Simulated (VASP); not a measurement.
# SiC (F-43m) in VASP: further runs

The runs below take SiC through single point, relaxation of cell and atoms, with PBEsol, PBE.

Everything below comes from runs of VASP 6.6.1. Logs are shortened: lines on timing, memory, paths and dates and some standing lists are left out, and cuts for length are marked.

**Experimental background.**

From “Insight into the structural, elastic and electronic properties of a new orthorhombic 6O-SiC polytype”, 2020, pmc:7200658, for a bulk crystal of SiC: band gap 2.4 eV (indirect).

The runs below are set against these values where they give the same quantity.

## 1. The cell of the first run

It takes space group F-43m (No. 216, cubic). Conventional cell: a = 4.357 Å, b = 4.357 Å, c = 4.357 Å, α = 90.00°, β = 90.00°, γ = 90.00°. Within 2.5 Å of Si (site symmetry -43m) lie 4 C at 1.89 Å. Within 2.5 Å of C (site symmetry -43m) lie 4 Si at 1.89 Å.

## 2. Single point, PBEsol

File INCAR:

```
SYSTEM = SiC
ALGO = Normal
EDIFF = 1E-6
ENCUT = 520
GGA = PS
ISIF = 2
ISMEAR = 0
LASPH = .TRUE.
LCHARG = .FALSE.
LREAL = .FALSE.
LWAVE = .FALSE.
NBANDS = 11
NELM = 80
PREC = Accurate
SIGMA = 0.02
```

File KPOINTS:

```
k-points
0
G
  12 12 12
  0 0 0
```

File POSCAR:

```
SiC
1.0
    0.0000000000      2.1784070452      2.1784070452
    2.1784070452      0.0000000000      2.1784070452
    2.1784070452      2.1784070452      0.0000000000
Si C
1 1
Direct
    0.0000000000      0.0000000000      0.0000000000
    0.7500000000      0.7500000000      0.7500000000
```

Potentials or basis: VASP PAW PBE potentials, release 64 (Si, C).

Command:

```bash
> cat potpaw_PBE.64/Si/POTCAR potpaw_PBE.64/C/POTCAR > POTCAR
> mpirun -np 1 vasp_std > vasp.out
```

OUTCAR:

```text
SYSTEM = SiC
   EDIFF = 1E-6
   ENCUT = 520
   GGA = PS
   ISIF = 2
   ISMEAR = 0
   LASPH = .TRUE.
   LREAL = .FALSE.
   NELM = 80
   PREC = Accurate

 ion  position               nearest neighbor table
   1  0.000  0.000  0.000-   2 1.89   2 1.89   2 1.89   2 1.89
   2  0.750  0.750  0.750-   1 1.89   1 1.89   1 1.89   1 1.89

  LATTYP: Found a face centered cubic cell.
 ALAT       =     4.3568140904

  Lattice vectors:

 A1 = (   0.0000000000,   2.1784070452,   2.1784070452)
 A2 = (   2.1784070452,   0.0000000000,   2.1784070452)
 A3 = (   2.1784070452,   2.1784070452,   0.0000000000)

Analysis of symmetry for initial positions (statically):
=====================================================================
 Subroutine PRICEL returns:
 Original cell was already a primitive cell.

 Routine SETGRP: Setting up the symmetry group for a
 face centered cubic supercell.

 Subroutine GETGRP returns: Found 24 space group operations
 (whereof 24 operations were pure point group operations)
 out of a pool of 48 trial point group operations.

The static configuration has the point symmetry T_d .

Analysis of symmetry for dynamics (positions and initial velocities):
=====================================================================
 Subroutine PRICEL returns:
 Original cell was already a primitive cell.

 Routine SETGRP: Setting up the symmetry group for a
 face centered cubic supercell.

 Subroutine GETGRP returns: Found 24 space group operations
 (whereof 24 operations were pure point group operations)
 out of a pool of 48 trial point group operations.

The dynamic configuration has the point symmetry T_d .

 Subroutine INISYM returns: Found 24 space group operations
 (whereof 24 operations are pure point group operations),
 and found     1 'primitive' translations

----------------------------------------------------------------------------------------

                                     Primitive cell

  volume of cell :      20.6751

  direct lattice vectors                    reciprocal lattice vectors
     0.000000000  2.178407045  2.178407045    -0.229525515  0.229525515  0.229525515
     2.178407045  0.000000000  2.178407045     0.229525515 -0.229525515  0.229525515
     2.178407045  2.178407045  0.000000000     0.229525515  0.229525515 -0.229525515

  length of vectors
     3.080732788  3.080732788  3.080732788     0.397549854  0.397549854  0.397549854

  position of ions in fractional coordinates (direct lattice)
     0.000000000  0.000000000  0.000000000
     0.750000000  0.750000000  0.750000000

[... 85 lines left out ...]
   TEBEG  =    0.0;   TEEND  =   0.0 temperature during run
   PSTRESS=    0.0 pullay stress
   NELECT =       8.0000    total number of electrons
   NUPDOWN=      -1.0000    fix difference up-down
   EMIN   =  10.00;   EMAX   =-10.00  energy-range for DOS
   EFERMI =   0.00;   METHOD = LEGACY
   ISMEAR =     0;   SIGMA  =   0.02  broadening in eV -4-tet -1-fermi 0-gaus
   EFERMI_NEDOS =   21; number of points for ismear=-14 and -15
   IALGO  =     38    algorithm
   IMIX   =      4    mixing-type and parameters
     AMIX     =   0.40;   BMIX     =  1.00
     AMIX_MAG =   1.60;   BMIX_MAG =  1.00
  volume/ion in A,a.u.               =      10.34        69.76
  Fermi-wavevector in a.u.,A,eV,Ry     =   1.192951  2.254350 19.362875  1.423131
  Thomas-Fermi vector in A             =   2.328977
   LORBIT       =      0    0 simple, 1 ext, 2 COOP (PROOUT), +10 PAW based schemes
   GGA     = PS    functional components
   LHFCALC =     F    Hartree Fock is set to
   AEXX    =    0.0000 exact exchange contribution
   IVDW    =     0    specifies the selected vdW correction
   LEPSILON=     F    determine dielectric tensor
   LRPA    =     F    only Hartree local field effects (RPA)
 non-spin polarized calculation
 Gauss-broadening in eV      SIGMA  =   0.02
  energy-cutoff  :      520.00
  volume of cell :       20.68
 maximum number of plane-waves:       568
   NGX = 11   NGY = 11   NGZ = 11

 number of electron       8.0000001 magnetization

 Free energy of the ion-electron system (eV)
  ---------------------------------------------------
  ext. energy  EPLUGINS =         0.00000000
  ---------------------------------------------------
  free energy    TOTEN  =       -15.91509738 eV

  energy without entropy =      -15.91509738  energy(sigma->0) =      -15.91509738

 E-fermi :   8.1975     XC(G=0): -11.5085

 val. band max:        8.0655904543   @ k =   0.0000   0.0000   0.0000
 cond. band min:       9.2987603949   @ k =   0.5000   0.5000   0.0000
 fundamental gap:      1.2331699406
 Fermi energy:         8.1974963094

 k-point     1 :       0.0000    0.0000    0.0000
  band No.  band energies     occupation
      1      -7.3649      2.00000
      2       8.0656      2.00000
      3       8.0656      2.00000
      4       8.0656      2.00000
      5      14.2623      0.00000
      6      15.3138      0.00000
      7      15.3138      0.00000
      8      15.3138      0.00000
      9      22.5268      0.00000
     10      22.5268      0.00000
     11      24.3408      0.00000
[... 309 lines left out ...]
 k-point    24 :      -0.4167    0.1667    0.0000
  band No.  band energies     occupation
      1      -3.4340      2.00000
      2      -0.0031      2.00000
      3       4.9545      2.00000
      4       6.5434      2.00000
      5      13.1130      0.00000
      6      15.7264      0.00000
      7      16.5316      0.00000
      8      19.1765      0.00000
      9      22.6366      0.00000
     10      23.3902      0.00000
     11      26.0873      0.00000

 [... further k-points ...]

------------------------ aborting loop because EDIFF is reached ----------------------------------------

  FORCE on cell =-STRESS in cart. coord.  units (eV):
  Direction    XX          YY          ZZ          XY          YZ          ZX
  --------------------------------------------------------------------------------------
  -------------------------------------------------------------------------------------
  Total        0.0457831      0.0457831      0.0457831      0.0000000      0.0000000     -0.0000000
  in kB        3.5478745      3.5478745      3.5478745      0.0000000      0.0000000     -0.0000000
  external PRESSURE =       3.5478745 kB  Pullay stress =       0.0000000 kB

 VOLUME and BASIS-vectors are now :
 -----------------------------------------------------------------------------
  energy-cutoff  :      520.00
  volume of cell :       20.68
      direct lattice vectors                 reciprocal lattice vectors
     0.000000000  2.178407045  2.178407045    -0.229525515  0.229525515  0.229525515
     2.178407045  0.000000000  2.178407045     0.229525515 -0.229525515  0.229525515
     2.178407045  2.178407045  0.000000000     0.229525515  0.229525515 -0.229525515

 POSITION                                       TOTAL-FORCE (eV/Angst)
 -----------------------------------------------------------------------------------
      0.00000      0.00000      0.00000         0.000000      0.000000      0.000000
      3.26761      3.26761      3.26761        -0.000000     -0.000000     -0.000000
 -----------------------------------------------------------------------------------
    total drift:                               -0.000000     -0.000000     -0.000000

  FREE ENERGIE OF THE ION-ELECTRON SYSTEM (eV)
  ---------------------------------------------------
  free  energy   TOTEN  =       -15.9150973817 eV

  energy  without entropy=      -15.9150973817  energy(sigma->0) =      -15.91509738
```

stdout:

```text
POSCAR found type information on POSCAR SiC
 POSCAR found :  2 types and       2 ions
 scaLAPACK will be used
 -----------------------------------------------------------------------------
|                                                                             |
|                                                                             |
|     You enforced a specific xc type in the INCAR file but a different       |
|     I HOPE YOU KNOW WHAT YOU ARE DOING!                                     |
|                                                                             |
 -----------------------------------------------------------------------------

 LDA part: xc-table for (Slater+PW92), standard interpolation
 POSCAR, INCAR and KPOINTS ok, starting setup
 FFT: planning ... GRIDC
 FFT: planning ... GRID_SOFT
 FFT: planning ... GRID
 WAVECAR not read
 entering main loop
```

Run time: 8.4 s. Hardware: 1 thread of Intel Xeon Platinum 8259CL at 2.50GHz (Skylake/Cascade Lake), shared host; peak memory 0.14 GiB.

What came out:

```
Free energy            : -15.9151 eV
Pressure               : 0.4 GPa
Band gap on the k mesh : 1.23 eV, indirect (least direct gap 4.44 eV)
```

Levels at points of the mesh, in eV from the valence-band top:
```csv
k point,band 1,band 2,band 3,band 4,band 5,band 6,band 7,band 8,band 9
"(0.00, 0.00, 0.00)",-15.43,0.00,0.00,0.00,6.20,7.25,7.25,7.25,14.46
"(0.50, 0.00, 0.00)",-11.82,-8.60,-1.06,-1.06,5.38,7.14,7.14,9.92,16.02
"(0.50, 0.50, 0.00)",-10.36,-7.84,-3.21,-3.21,1.23,4.20,13.96,13.96,14.70
```

Caveat: the PAW data sets were made with another functional, which shifts forces and pressure a little. PBEsol gaps usually lie below the measured ones, often by a third to a half.

## 3. Relaxation of cell and atoms, PBEsol, target pressure 22 GPa, at which the enthalpy is minimised

This run uses another cell than the first one, of 9.88 Å³/atom, 0.956 times its volume.

File INCAR:

```
SYSTEM = SiC
PREC = Accurate
ENCUT = 600
EDIFF = 1E-6
ISMEAR = 0
SIGMA = 0.01
LREAL = .False.
LASPH = .True.
NELM = 60
ALGO = Normal
ISIF = 3
LWAVE = .False.
LCHARG = .False.
GGA = PS
IBRION = 2
NSW = 80
EDIFFG = -0.001
PSTRESS = 220.0
```

File KPOINTS:

```
regular mesh
0
Gamma
  12 12 12
  0 0 0
```

File POSCAR:

```
SiC
1.0
    0.0000000000      2.1456545210      2.1456545210
    2.1456545210      0.0000000000      2.1456545210
    2.1456545210      2.1456545210      0.0000000000
Si C
1 1
Direct
    0.0000000000      0.0000000000      0.0000000000
    0.7500000000      0.7500000000      0.7500000000
```

Potentials or basis: VASP PAW PBE potentials, release 64 (Si, C).

Command:

```bash
> cat potpaw_PBE.64/Si/POTCAR potpaw_PBE.64/C/POTCAR > POTCAR
> mpirun -np 1 vasp_std > vasp.out
```

Run time: 19 s. Hardware: 1 thread of Intel Xeon Platinum 8259CL at 2.50GHz (Skylake/Cascade Lake), shared host; peak memory 0.14 GiB.

It converged, with:

| Item | Value |
| --- | --- |
| Free energy | -15.8077 eV |
| Relaxed volume | 9.51 Å³/atom |
| Relaxed cell | a = 2.996 Å, b = 2.996 Å, c = 2.996 Å, α = 60.00°, β = 60.00°, γ = 60.00° |
| Space group after relaxing (to 0.05 Å) | F-43m (No. 216) |
| Energy change on relaxing (the enthalpy is what falls) | +37.9 meV/atom |
| Ionic steps | 6 |
| Pressure after relaxing | 22.0 GPa |
| Band gap on the k mesh | 1.15 eV, indirect (least direct gap 4.53 eV) |

Step by step:
| step | energy change (eV) | largest force (eV/Å) | pressure (GPa) | volume (Å³) |
| --- | --- | --- | --- | --- |
| 1 | 0.0000 | 0.0000 | 11.26 | 19.76 |
| 2 | 0.2909 | 0.0000 | 41.87 | 17.92 |
| 3 | 0.0744 | 0.0000 | 21.83 | 19.03 |
| 4 | 0.0764 | 0.0000 | 22.04 | 19.01 |
| 5 | 0.0755 | 0.0000 | 21.97 | 19.02 |
| 6 | 0.0759 | 0.0000 | 21.99 | 19.02 |

Final structure:
```cif
data_structure
_symmetry_space_group_name_H-M 'P 1'
_symmetry_Int_Tables_number 1
_cell_length_a 2.9961
_cell_length_b 2.9961
_cell_length_c 2.9961
_cell_angle_alpha 60.000
_cell_angle_beta 60.000
_cell_angle_gamma 60.000
_cell_volume 19.02
loop_
_atom_site_label
_atom_site_type_symbol
_atom_site_fract_x
_atom_site_fract_y
_atom_site_fract_z
_atom_site_occupancy
Si1 Si 0.00000 0.00000 0.00000 1
C1 C 0.75000 0.75000 0.75000 1
```

Levels at points of the mesh, in eV from the valence-band top:
```
           k point  band 1  band 2  band 3  band 4  band 5  band 6  band 7  band 8
(0.00, 0.00, 0.00)  -16.10    0.00    0.00    0.00    7.18    7.85    7.85    7.85
(0.50, 0.00, 0.00)  -12.17   -9.08   -1.07   -1.07    6.15    7.49    7.49   10.38
(0.50, 0.50, 0.00)  -10.62   -8.12   -3.37   -3.37    1.15    4.50   14.95   14.95
```

Caveat: the cell is relaxed towards a set pressure, so the enthalpy falls and the energy may rise; the PAW data sets were made with another functional, which shifts forces and pressure a little. A k mesh can miss the band edges.

## 4. Relaxation of cell and atoms, PBEsol

File INCAR:

```
  PREC = Accurate
  ENCUT = 600
  EDIFF = 1E-6
  ISMEAR = 0
  SIGMA = 0.01
  LREAL = F
  LASPH = T
  NELM = 60
  ALGO = Normal
  ISIF = 3
  LWAVE = F
  LCHARG = F
  GGA = PS
  IBRION = 2
  NSW = 80
  EDIFFG = -0.001
```

File KPOINTS:

```
regular mesh
0
Gamma
  12 12 12
```

File POSCAR:

```
SiC
1.0
    0.0000000000      2.1783275166      2.1783275166
    2.1783275166      0.0000000000      2.1783275166
    2.1783275166      2.1783275166      0.0000000000
Si C
1 1
Direct
    0.0000000000      0.0000000000      0.0000000000
    0.7500000000      0.7500000000      0.7500000000
```

Command:

```bash
> cat potpaw_PBE.64/Si/POTCAR potpaw_PBE.64/C/POTCAR > POTCAR
> mpirun -np 1 vasp_std > vasp.out
```

Wall time 27 s (1 thread of Intel Xeon Platinum 8259CL at 2.50GHz (Skylake/Cascade Lake), shared host); peak memory 0.15 GiB.

Results (log left out):

* Free energy: -15.9162 eV
* Relaxed volume: 10.35 Å³/atom
* Relaxed cell: a = 3.082 Å, b = 3.082 Å, c = 3.082 Å, α = 60.00°, β = 60.00°, γ = 60.00°
* Space group after relaxing (to 0.05 Å): F-43m (No. 216)
* Energy gained by relaxing: 0.0 meV/atom
* Ionic steps: 3
* Pressure after relaxing: 0.0 GPa
* Band gap on the k mesh: 1.23 eV, indirect (least direct gap 4.44 eV)

Final structure:
```cif
data_structure
_symmetry_space_group_name_H-M 'P 1'
_symmetry_Int_Tables_number 1
_cell_length_a 3.0818
_cell_length_b 3.0818
_cell_length_c 3.0818
_cell_angle_alpha 60.000
_cell_angle_beta 60.000
_cell_angle_gamma 60.000
_cell_volume 20.70
loop_
_atom_site_label
_atom_site_type_symbol
_atom_site_fract_x
_atom_site_fract_y
_atom_site_fract_z
_atom_site_occupancy
Si1 Si 0.00000 0.00000 0.00000 1
C1 C 0.75000 0.75000 0.75000 1
```

Levels at points of the mesh, in eV from the valence-band top:
```tsv
k point	band 1	band 2	band 3	band 4	band 5	band 6	band 7	band 8
(0.00, 0.00, 0.00)	-15.42	0.00	0.00	0.00	6.18	7.24	7.24	7.24
(0.50, 0.00, 0.00)	-11.82	-8.60	-1.06	-1.06	5.37	7.14	7.14	9.91
(0.50, 0.50, 0.00)	-10.36	-7.83	-3.21	-3.21	1.23	4.20	13.95	13.95
```

Caveat: the PAW data sets were made with another functional, which shifts forces and pressure a little.

## 5. Single point, PBEsol

File INCAR:

```
PREC = Accurate ; ENCUT = 520
EDIFF = 1E-7 ; ISMEAR = 0
SIGMA = 0.02 ; LREAL = False
LASPH = True ; NELM = 60
ALGO = Normal ; ISIF = 2
LWAVE = False ; LCHARG = False
GGA = PS ; NBANDS = 11
```

File KPOINTS:

```
Automatic mesh
0
Gamma
  12 12 12
```

File POSCAR:

```
SiC
1.0
    0.0000000000      2.1783275175      2.1783275175
    2.1783275175      0.0000000000      2.1783275175
    2.1783275175      2.1783275175      0.0000000000
Si C
1 1
Direct
    0.0000000000      0.0000000000      0.0000000000
    0.7500000000      0.7500000000      0.7500000000
```

Command:

```bash
> cat potpaw_PBE.64/Si/POTCAR potpaw_PBE.64/C/POTCAR > POTCAR
> mpirun -np 1 vasp_std > vasp.out
```

Wall time 7.7 s (1 thread of Intel Xeon Platinum 8488C (Sapphire Rapids), shared host); peak memory 0.14 GiB.

Results (log left out):

```
Free energy            : -15.9151 eV
Pressure               : 0.4 GPa
Band gap on the k mesh : 1.23 eV, indirect (least direct gap 4.44 eV)
```

Levels at points of the mesh, in eV from the valence-band top:
```tsv
k point	band 1	band 2	band 3	band 4	band 5	band 6	band 7	band 8	band 9
(0.00, 0.00, 0.00)	-15.43	0.00	0.00	0.00	6.20	7.25	7.25	7.25	14.46
(0.50, 0.00, 0.00)	-11.82	-8.60	-1.06	-1.06	5.38	7.14	7.14	9.92	16.02
(0.50, 0.50, 0.00)	-10.36	-7.84	-3.21	-3.21	1.23	4.20	13.97	13.97	14.70
```

Caveat: the PAW data sets were made with another functional, which shifts forces and pressure a little.

(Part 1 of 2 ends here.)
